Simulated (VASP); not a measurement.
Wanted: the native input for a VASP 6.6.1 run.

- Task: single point
- Functional: r2SCAN
- Potentials or basis: VASP PAW PBE potentials, release 64 (Sn_d, O)
- Cutoff: 520 eV
- k mesh: 6 × 6 × 10
- Occupations: gaussian, width 0.05 eV
- Spin: no spin polarisation
- Dipole correction: no
- Further INCAR settings: ALGO = Normal; EDIFF = 1e-06; NBANDS = 35

SnO2:

```
Sn O
1.0
     4.47954    0.00000    0.00000
     0.00000    4.47954    0.00000
     0.00000    0.00000    3.61422
Sn O
2 4
Direct
  0.00000 0.00000 0.00000
  0.50000 0.50000 0.50000
  0.30589 0.30589 0.00000
  0.19411 0.80589 0.50000
  0.69411 0.69411 0.00000
  0.80589 0.19411 0.50000
```

This cell differs from its parent crystal: ratio of the length along z to the lengths across it x 1.2, volume and fractional coordinates fixed.

These files were run (other wordings do the same):

POSCAR

```
SnO2
1.0
    4.4795352104      0.0000000000      0.0000000000
    0.0000000000      4.4795352104      0.0000000000
    0.0000000000      0.0000000000      3.6142164849
Sn O
2 4
Direct
    0.0000000000      0.0000000000      0.0000000000
    0.5000000000      0.5000000000      0.5000000000
    0.3058934984      0.3058934984      0.0000000000
    0.1941065016      0.8058934984      0.5000000000
    0.6941065016      0.6941065016      0.0000000000
    0.8058934984      0.1941065016      0.5000000000
```

INCAR.step1

```
SYSTEM = SnO2
PREC     = Accurate       ! precision mode
ENCUT    = 520            ! plane-wave cutoff, eV
ISMEAR   = 0              ! smearing method
SIGMA    = 0.05           ! smearing width, eV
LREAL    = .FALSE.        ! projectors in reciprocal space
LASPH    = .TRUE.         ! aspherical terms in the spheres
NELM     = 60             ! most SCF steps
NBANDS   = 35             ! bands
GGA      = PE             ! functional
ALGO     = Normal         ! electronic algorithm
EDIFF    = 1E-4           ! SCF threshold, eV
LWAVE    = .TRUE.         ! write WAVECAR
LCHARG   = .FALSE.        ! write CHGCAR
```

INCAR.step2

```
SYSTEM = SnO2
PREC     = Accurate       ! precision mode
ENCUT    = 520            ! plane-wave cutoff, eV
EDIFF    = 1E-6           ! SCF threshold, eV
ISMEAR   = 0              ! smearing method
SIGMA    = 0.05           ! smearing width, eV
LREAL    = .FALSE.        ! projectors in reciprocal space
LASPH    = .TRUE.         ! aspherical terms in the spheres
NELM     = 60             ! most SCF steps
ALGO     = Normal         ! electronic algorithm
ISIF     = 2              ! what is computed and relaxed
LWAVE    = .FALSE.        ! write WAVECAR
LCHARG   = .TRUE.         ! write CHGCAR
METAGGA  = R2SCAN         ! meta-GGA
LMIXTAU  = .TRUE.       
LELF     = .TRUE.         ! ELF
LVHAR    = .TRUE.       
NBANDS   = 35             ! bands
ISTART   = 1
```

KPOINTS

```
Automatic mesh
0
G
  6 6 10
  0 0 0
```

Potentials or basis: VASP PAW PBE potentials, release 64 (Sn_d, O).

Launch:

```console
$ cat potpaw_PBE.64/Sn_d/POTCAR potpaw_PBE.64/O/POTCAR > POTCAR
$ cp INCAR.step1 INCAR
$ mpirun -np 1 vasp_std > vasp.out
$ cp INCAR.step2 INCAR
$ mpirun -np 1 vasp_std > vasp.out
```

It gave:

```json
{
 "Pressure": "-0.3 GPa",
 "Largest force": "0.795 eV/Å",
 "Band gap on the k mesh": "1.57 eV"
}
```

Caveat: the PAW data sets were made with another functional, which shifts forces and pressure a little; spin-orbit coupling is left out, which moves the levels of the heavy elements.

Run time: 9.3 min on 1 thread of Intel Xeon 8259CL, on a shared host, peak memory 0.27 GiB.
